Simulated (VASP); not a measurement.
# Li (Im-3m) in VASP: notebook

Runs on Li. Level: LDA. Tasks: single point, relaxation of cell and atoms.

Program: VASP 6.6.1. These are calculated values, not measurements. Logs are shortened: lines on timing, memory, paths and dates and some standing lists are left out, and cuts for length are marked.

## (1) The cell of the first run

It takes space group Im-3m (No. 229, cubic). The conventional cell has a = 3.365 Å, b = 3.365 Å, c = 3.365 Å, α = 90.00°, β = 90.00°, γ = 90.00°. Li (site symmetry m-3m) has 14 Li at 2.91 to 3.36 Å within 3.8 Å.

## (2) Single point, LDA

Contents of INCAR:

```
  ALGO = Normal
  EDIFF = 1E-7
  ENCUT = 520
  GGA = CA
  ISIF = 2
  ISMEAR = -1
  LASPH = T
  LCHARG = T
  LELF = T
  LREAL = F
  LVHAR = T
  LWAVE = F
  NBANDS = 8
  NELM = 80
  PREC = Accurate
  SIGMA = 0.05
```

Contents of KPOINTS:

```
k-points
0
Gamma
  16 16 16
```

Contents of POSCAR:

```
Li
1.0
   -1.6823250439      1.6823250439      1.6823250439
    1.6823250439     -1.6823250439      1.6823250439
    1.6823250439      1.6823250439     -1.6823250439
Li
1
Direct
    0.0000000000      0.0000000000      0.0000000000
```

Potentials or basis: VASP PAW LDA potentials, release 64 (Li_sv).

Launch:

```bash
cat potpaw_LDA.64/Li_sv/POTCAR > POTCAR
mpirun -np 1 vasp_std > vasp.out
```

OUTCAR:

```text
EDIFF = 1E-7
   ENCUT = 520
   GGA = CA
   ISIF = 2
   ISMEAR = -1
   LASPH = T
   LREAL = F
   NELM = 80
   PREC = Accurate

 ion  position               nearest neighbor table
   1  0.000  0.000  0.000-

  LATTYP: Found a body centered cubic cell.
 ALAT       =     3.3646500878

  Lattice vectors:

 A1 = (  -1.6823250439,   1.6823250439,   1.6823250439)
 A2 = (   1.6823250439,  -1.6823250439,   1.6823250439)
 A3 = (   1.6823250439,   1.6823250439,  -1.6823250439)

Analysis of symmetry for initial positions (statically):
=====================================================================
 Subroutine PRICEL returns:
 Original cell was already a primitive cell.

 Routine SETGRP: Setting up the symmetry group for a
 body centered cubic supercell.

 Subroutine GETGRP returns: Found 48 space group operations
 (whereof 48 operations were pure point group operations)
 out of a pool of 48 trial point group operations.

The static configuration has the point symmetry O_h .

Analysis of symmetry for dynamics (positions and initial velocities):
=====================================================================
 Subroutine PRICEL returns:
 Original cell was already a primitive cell.

 Routine SETGRP: Setting up the symmetry group for a
 body centered cubic supercell.

 Subroutine GETGRP returns: Found 48 space group operations
 (whereof 48 operations were pure point group operations)
 out of a pool of 48 trial point group operations.

The dynamic configuration has the point symmetry O_h .

 Subroutine INISYM returns: Found 48 space group operations
 (whereof 48 operations are pure point group operations),
 and found     1 'primitive' translations

----------------------------------------------------------------------------------------

                                     Primitive cell

  volume of cell :      19.0454

  direct lattice vectors                    reciprocal lattice vectors
    -1.682325044  1.682325044  1.682325044     0.000000000  0.297207726  0.297207726
     1.682325044 -1.682325044  1.682325044     0.297207726  0.000000000  0.297207726
     1.682325044  1.682325044 -1.682325044     0.297207726  0.297207726  0.000000000

  length of vectors
     2.913872451  2.913872451  2.913872451     0.420315196  0.420315196  0.420315196

  position of ions in fractional coordinates (direct lattice)
     0.000000000  0.000000000  0.000000000

  ion indices of the primitive-cell ions
   primitive index   ion index
                 1           1

----------------------------------------------------------------------------------------

 KPOINTS: k-points

Automatic generation of k-mesh.
 Grid dimensions read from file:
 generate k-points for:   16   16   16

 Generating k-lattice:

  Cartesian coordinates                     Fractional coordinates (reciprocal lattice)
     0.000000000  0.018575483  0.018575483     0.062500000  0.000000000  0.000000000
     0.018575483  0.000000000  0.018575483     0.000000000  0.062500000  0.000000000
     0.018575483  0.018575483  0.000000000     0.000000000  0.000000000  0.062500000

  Length of vectors
     0.026269700  0.026269700  0.026269700

  Shift w.r.t. Gamma in fractional coordinates (k-lattice)
     0.000000000  0.000000000  0.000000000

 Subroutine IBZKPT returns following result:
 ===========================================

 Found    145 irreducible k-points:

 Following reciprocal coordinates:
            Coordinates               Weight
  0.000000  0.000000  0.000000      1.000000
  0.062500  0.000000  0.000000     12.000000
  0.125000  0.000000  0.000000     12.000000
  0.187500  0.000000  0.000000     12.000000
  0.250000  0.000000  0.000000     12.000000
  0.312500  0.000000  0.000000     12.000000
[... 16 lines left out ...]
  0.187500  0.187500  0.000000     24.000000
  0.250000  0.187500  0.000000     48.000000
 [... further k-points ...]
   k-points           NKPTS =    145   k-points in BZ     NKDIM =    145   number of bands    NBANDS=      8
   number of dos      NEDOS =    301   number of ions     NIONS =      1
   total plane-waves  NPLWV =  13824
   dimension x,y,z NGX =    24 NGY =   24 NGZ =   24
   dimension x,y,z NGXF=    48 NGYF=   48 NGZF=   48
   ions per type =               1
   NGX,Y,Z   is equivalent  to a cutoff of  13.69, 13.69, 13.69 a.u.
   NGXF,Y,Z  is equivalent  to a cutoff of  27.39, 27.39, 27.39 a.u.
 SYSTEM =  unknown system
   PREC   = accura    normal or accurate (medium, high low for compatibility)
   ISTART =      0    job   : 0-new  1-cont  2-samecut
   ICHARG =      2    charge: 1-file 2-atom 10-const
   ISPIN  =      1    spin polarized calculation?
   LNONCOLLINEAR =      F non collinear calculations
   LSORBIT =      F    spin-orbit coupling
   LASPH  =      T    aspherical Exc in radial PAW
   ENCUT  =  520.0 eV  38.22 Ry    6.18 a.u.   5.42  5.42  5.42*2*pi/ulx,y,z
   NELM   =     80;   NELMIN=  2; NELMDL= -5     # of ELM steps
   EDIFF  = 0.1E-06   stopping-criterion for ELM
   LREAL  =      F    real-space projection
   EDIFFG = 0.1E-05   stopping-criterion for IOM
   NSW    =      0    number of steps for IOM
   IBRION =     -1    ionic relax: 0-MD 1-quasi-New 2-CG
   NFREE  =      0    steps in history (QN), initial steepest desc. (CG)
   ISIF   =      2    stress and relaxation
   ISYM   =      2    0-nonsym 1-usesym 2-fastsym
   POTIM  = 0.5000    time-step for ionic-motion
   TEBEG  =    0.0;   TEEND  =   0.0 temperature during run
   PSTRESS=    0.0 pullay stress
   NELECT =       3.0000    total number of electrons
   NUPDOWN=      -1.0000    fix difference up-down
   EMIN   =  10.00;   EMAX   =-10.00  energy-range for DOS
   EFERMI =   0.00;   METHOD = LEGACY
   ISMEAR =    -1;   SIGMA  =   0.05  broadening in eV -4-tet -1-fermi 0-gaus
   EFERMI_NEDOS =   21; number of points for ismear=-14 and -15
   IALGO  =     38    algorithm
   IMIX   =      4    mixing-type and parameters
     AMIX     =   0.40;   BMIX     =  1.00
     AMIX_MAG =   1.60;   BMIX_MAG =  1.00
  volume/ion in A,a.u.               =      19.05       128.52
  Fermi-wavevector in a.u.,A,eV,Ry     =   0.884135  1.670773 10.635607  0.781695
  Thomas-Fermi vector in A             =   2.004995
   LORBIT       =      0    0 simple, 1 ext, 2 COOP (PROOUT), +10 PAW based schemes
   GGA     = CA    functional components
   LHFCALC =     F    Hartree Fock is set to
   AEXX    =    0.0000 exact exchange contribution
   IVDW    =     0    specifies the selected vdW correction
   LEPSILON=     F    determine dielectric tensor
   LRPA    =     F    only Hartree local field effects (RPA)
 non-spin polarized calculation
  energy-cutoff  :      520.00
  volume of cell :       19.05
 maximum number of plane-waves:       533
 NGX is ok and might be reduce to    24
   NGX = 11   NGY = 11   NGZ = 11

 number of electron       3.0000006 magnetization

 Free energy of the ion-electron system (eV)
  ---------------------------------------------------
  ext. energy  EPLUGINS =         0.00000000
  ---------------------------------------------------
  free energy    TOTEN  =        -2.04663761 eV

  energy without entropy =       -2.04221684  energy(sigma->0) =       -2.04442723

 E-fermi :   0.7802     XC(G=0):  -7.3031

 val. band max:        0.7792254217   @ k =   0.3750   0.0625   0.0625
 cond. band min:       0.7947295064   @ k =   0.3125   0.1875   0.0000
 fundamental gap:      0.0155040847
 Fermi energy:         0.7802445238

 k-point     1 :       0.0000    0.0000    0.0000
  band No.  band energies     occupation
      1     -44.7484      2.00000
      2      -2.7899      2.00000
      3      15.7766      0.00000
      4      15.7766      0.00000
      5      15.7766      0.00000
      6      20.9340      0.00000
      7      20.9340      0.00000
      8      20.9340      0.00000

 k-point     2 :       0.0625    0.0000    0.0000
  band No.  band energies     occupation
      1     -44.7474      2.00000
      2      -2.7158      2.00000
      3      15.2835      0.00000
      4      15.3974      0.00000
      5      15.6486      0.00000
      6      19.7608      0.00000
      7      19.9513      0.00000
      8      21.2436      0.00000

 k-point     3 :       0.1250    0.0000    0.0000
  band No.  band energies     occupation
      1     -44.7443      2.00000
      2      -2.4932      2.00000
      3      13.8289      0.00000
      4      14.5791      0.00000
      5      15.2850      0.00000
      6      18.6697      0.00000
      7      18.6751      0.00000
      8      20.8181      0.00000

 k-point     4 :       0.1875    0.0000    0.0000
  band No.  band energies     occupation
      1     -44.7398      2.00000
      2      -2.1221      2.00000
      3      11.8544      0.00000
      4      13.6970      0.00000
      5      14.7657      0.00000
      6      17.5588      0.00000
      7      18.2546      0.00000
      8      20.8518      0.00000

 k-point     5 :       0.2500    0.0000    0.0000
  band No.  band energies     occupation
      1     -44.7346      2.00000
      2      -1.6037      2.00000
      3       9.8159      0.00000
      4      12.9064      0.00000
      5      14.2074      0.00000
      6      16.6370      0.00000
      7      18.1784      0.00000
      8      21.2596      0.00000
[... 177 lines left out ...]
 k-point    22 :       0.4375    0.1250    0.0000
  band No.  band energies     occupation
      1     -44.7197      2.00000
      2       1.3011      0.00006
      3       4.2994      0.00000
      4       9.9532      0.00000
      5      11.9678      0.00000
      6      17.4902      0.00000
      7      19.3311      0.00000
      8      24.2851      0.00000

 k-point    23 :       0.1875    0.1875    0.0000
  band No.  band energies     occupation
      1     -44.7280      2.00000
      2      -0.7798      2.00000
      3       8.5368      0.00000
      4      10.0983      0.00000
      5      12.7222      0.00000
      6      18.3066      0.00000
      7      18.9935      0.00000
      8      22.2111      0.00000

 k-point    24 :       0.2500    0.1875    0.0000
  band No.  band energies     occupation
      1     -44.7238      2.00000
      2      -0.0426      2.00000
      3       6.9871      0.00000
      4       9.3453      0.00000
      5      12.3037      0.00000
      6      18.5022      0.00000
      7      19.3239      0.00000
      8      22.9665      0.00000

 [... further k-points ...]
[... 5 lines left out ...]
  --------------------------------------------------------------------------------------
  -------------------------------------------------------------------------------------
  Total       -0.0157328     -0.0157328     -0.0157328      0.0000000      0.0000000      0.0000000
  in kB       -1.3235053     -1.3235053     -1.3235053      0.0000000      0.0000000      0.0000000
  external PRESSURE =      -1.3235053 kB  Pullay stress =       0.0000000 kB

 VOLUME and BASIS-vectors are now :
 -----------------------------------------------------------------------------
  energy-cutoff  :      520.00
  volume of cell :       19.05
      direct lattice vectors                 reciprocal lattice vectors
    -1.682325044  1.682325044  1.682325044     0.000000000  0.297207726  0.297207726
     1.682325044 -1.682325044  1.682325044     0.297207726  0.000000000  0.297207726
     1.682325044  1.682325044 -1.682325044     0.297207726  0.297207726  0.000000000

 POSITION                                       TOTAL-FORCE (eV/Angst)
 -----------------------------------------------------------------------------------
      0.00000      0.00000      0.00000         0.000000      0.000000      0.000000
 -----------------------------------------------------------------------------------
    total drift:                                0.000000      0.000000     -0.000000

  FREE ENERGIE OF THE ION-ELECTRON SYSTEM (eV)
  ---------------------------------------------------
  free  energy   TOTEN  =        -2.0466376128 eV

  energy  without entropy=       -2.0422168411  energy(sigma->0) =       -2.04442723
```

It took 10 s on 1 thread of Intel Xeon Platinum 8488C (Sapphire Rapids), shared host; peak memory 0.12 GiB.

What came out:

```yaml
Free_energy: -2.0466 eV
Band_gap_on_the_k_mesh: zero (an odd number of electrons rules out a gap without spin polarisation)
```

Caveat: the cutoff is under 1.25 times the usual one of these potentials, so pressure, stress and relaxed cells hold a basis-set (Pulay) error.

## (3) Relaxation of cell and atoms, LDA

This run uses another cell than the first one, of 21.61 Å³/atom.

Contents of INCAR:

```
SYSTEM = Li
PREC = Accurate
ENCUT = 600
EDIFF = 1E-6
ISMEAR = -1
SIGMA = 0.05
LREAL = .False.
LASPH = .True.
NELM = 100
ALGO = Normal
ISIF = 3
LWAVE = .False.
LCHARG = .False.
GGA = CA
IBRION = 2
NSW = 80
EDIFFG = -0.03
```

Contents of KPOINTS:

```
Automatic mesh
0
Gamma
  16 16 16
  0 0 0
```

Contents of POSCAR:

```
Li
1.0
   -1.7546500000      1.7546500000      1.7546500000
    1.7546500000     -1.7546500000      1.7546500000
    1.7546500000      1.7546500000     -1.7546500000
Li
1
Direct
    0.0000000000      0.0000000000      0.0000000000
```

Potentials or basis: VASP PAW LDA potentials, release 64 (Li_sv).

Launch:

```bash
cat potpaw_LDA.64/Li_sv/POTCAR > POTCAR
mpirun -np 1 vasp_std > vasp.out
```

OUTCAR:

```text
SYSTEM = Li
   PREC = Accurate
   ENCUT = 600
   EDIFF = 1E-6
   ISMEAR = -1
   LREAL = .False.
   LASPH = .True.
   NELM = 100
   ISIF = 3
   GGA = CA
   IBRION = 2
   NSW = 80
   EDIFFG = -0.03

 ion  position               nearest neighbor table
   1  0.000  0.000  0.000-

  LATTYP: Found a body centered cubic cell.
 ALAT       =     3.5093000000

  Lattice vectors:

 A1 = (  -1.7546500000,   1.7546500000,   1.7546500000)
 A2 = (   1.7546500000,  -1.7546500000,   1.7546500000)
 A3 = (   1.7546500000,   1.7546500000,  -1.7546500000)

Analysis of symmetry for initial positions (statically):
=====================================================================
 Subroutine PRICEL returns:
 Original cell was already a primitive cell.

 Routine SETGRP: Setting up the symmetry group for a
 body centered cubic supercell.

 Subroutine GETGRP returns: Found 48 space group operations
 (whereof 48 operations were pure point group operations)
 out of a pool of 48 trial point group operations.

[... 161 lines left out ...]

------------------------ aborting loop because EDIFF is reached ----------------------------------------

  FORCE on cell =-STRESS in cart. coord.  units (eV):
  Direction    XX          YY          ZZ          XY          YZ          ZX
  --------------------------------------------------------------------------------------
  -------------------------------------------------------------------------------------
  Total       -0.2254259     -0.2254259     -0.2254259     -0.0000000      0.0000000     -0.0000000
  in kB      -16.7140973    -16.7140973    -16.7140973     -0.0000000      0.0000000     -0.0000000
  external PRESSURE =     -16.7140973 kB  Pullay stress =       0.0000000 kB
[... 92 lines left out ...]
--------------------------------------- Ionic step        4  -------------------------------------------

 number of electron       3.0000005 magnetization

 Free energy of the ion-electron system (eV)
  ---------------------------------------------------
  ext. energy  EPLUGINS =         0.00000000
  ---------------------------------------------------
  free energy    TOTEN  =        -2.04952631 eV

  energy without entropy =       -2.04510948  energy(sigma->0) =       -2.04731789

 E-fermi :   0.8336     XC(G=0):  -7.3502

 val. band max:        0.8305183825   @ k =   0.3750   0.0625   0.0625
 cond. band min:       0.8485090991   @ k =   0.3125   0.1875   0.0000
 fundamental gap:      0.0179907166
 Fermi energy:         0.8335942343

 k-point     1 :       0.0000    0.0000    0.0000
  band No.  band energies     occupation
      1     -44.6556      2.00000
      2      -2.7605      2.00000
      3      16.0296      0.00000
      4      16.0296      0.00000
      5      16.0296      0.00000
[... 177 lines left out ...]
 k-point    24 :       0.2500    0.1875    0.0000
  band No.  band energies     occupation
      1     -44.6297      2.00000
      2       0.0050      2.00000
      3       7.1141      0.00000
      4       9.5173      0.00000
      5      12.5051      0.00000

 [... further k-points ...]
[... 5 lines left out ...]
  --------------------------------------------------------------------------------------
  -------------------------------------------------------------------------------------
  Total        0.0060837      0.0060837      0.0060837      0.0000000     -0.0000000     -0.0000000
  in kB        0.5212245      0.5212245      0.5212245      0.0000000     -0.0000000     -0.0000000
  external PRESSURE =       0.5212245 kB  Pullay stress =       0.0000000 kB
[... 16 lines left out ...]
  FREE ENERGIE OF THE ION-ELECTRON SYSTEM (eV)
  ---------------------------------------------------
  free  energy   TOTEN  =        -2.0495263058 eV

  energy  without entropy=       -2.0451094781  energy(sigma->0) =       -2.04731789

 reached required accuracy - stopping structural energy minimisation
```

It took 14 s on 1 thread of Intel Xeon Platinum 8488C (Sapphire Rapids), shared host; peak memory 0.13 GiB.

Results:

* Free energy: -2.0495 eV
* Relaxed volume: 18.70 Å³/atom
* Relaxed cell: a = 2.896 Å, b = 2.896 Å, c = 2.896 Å, α = 109.47°, β = 109.47°, γ = 109.47°
* Space group after relaxing (to 0.1 Å): Im-3m (No. 229)
* Energy gained by relaxing: 16.7 meV/atom
* Ionic steps: 4
* Pressure after relaxing: 0.1 GPa
* Band gap on the k mesh: zero (an odd number of electrons rules out a gap without spin polarisation)

The path:
```tsv
step	energy change (eV)	largest force (eV/Å)	pressure (GPa)	volume (Å³)
1	0.0000	0.0000	-1.67	21.61
2	-0.0066	0.0000	-1.37	20.91
3	-0.0161	0.0000	-0.36	19.22
4	-0.0167	0.0000	0.05	18.70
```

Final structure:
```yaml
crystal:
  lattice:
    - [-1.67211, 1.67211, 1.67211]
    - [1.67211, -1.67211, 1.67211]
    - [1.67211, 1.67211, -1.67211]
  atoms:
    - { symbol: Li, position: [0.00000, 0.00000, 0.00000] }
```

Caveat: the cutoff is under 1.25 times the usual one of these potentials, so pressure, stress and relaxed cells hold a basis-set (Pulay) error.
